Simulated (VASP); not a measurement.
Set up this calculation in VASP 6.6.1, as the native input.

| Quantity | Value |
| --- | --- |
| Task | single point |
| Functional | LDA |
| Potentials or basis | VASP PAW LDA potentials, release 64 (La, Pt) |
| Cutoff | 500 eV |
| k mesh | 10 × 10 × 10 |
| Occupations | fermi-dirac, width 0.08 eV |
| Spin | no spin polarisation |
| Dipole correction | no |
| Further INCAR settings | ALGO = Normal; EDIFF = 1e-06; NBANDS = 28 |

The structure of LaPt3 lies in POSCAR:

```
LaPt3
1.0
    4.2144337600      0.0000000000      0.0000000000
    0.0000000000      4.2144337600      0.0000000000
    0.0000000000      0.0000000000      4.2144337600
La Pt
1 3
Direct
    0.0000000000      0.0000000000      0.0000000000
    0.0000000000      0.5000000000      0.5000000000
    0.5000000000      0.5000000000      0.0000000000
    0.5000000000      0.0000000000      0.5000000000
```

These files were run (other wordings do the same):

INCAR

```
SYSTEM = LaPt3
ALGO = Normal
EDIFF = 1E-6
ENCUT = 500
GGA_COMPAT = .False.
ISIF = 2
ISMEAR = -1
LASPH = .True.
LCHARG = .True.
LELF = .True.
LMAXMIX = 6
LREAL = .False.
LVHAR = .True.
LWAVE = .False.
NBANDS = 28
NELM = 200
PREC = Accurate
SIGMA = 0.08
```

KPOINTS

```
k-points
0
Gamma
  10 10 10
  0 0 0
```

Potentials or basis: VASP PAW LDA potentials, release 64 (La, Pt).

Run with:

```console
$ cat potpaw_LDA.64/La/POTCAR potpaw_LDA.64/Pt/POTCAR > POTCAR
$ mpirun -np 1 vasp_std > vasp.out
```

It gave:

```yaml
Pressure: -8.4 GPa
Band_gap_on_the_k_mesh: zero (an odd number of electrons rules out a gap without spin polarisation)
```

Caveat: the cell stands under tension; spin-orbit coupling is left out, which moves the levels of the heavy elements.

Run time: 58 s on 1 thread of Intel(R) Xeon(R) Platinum 8488C (Sapphire Rapids) (shared host), peak memory 0.23 GiB.
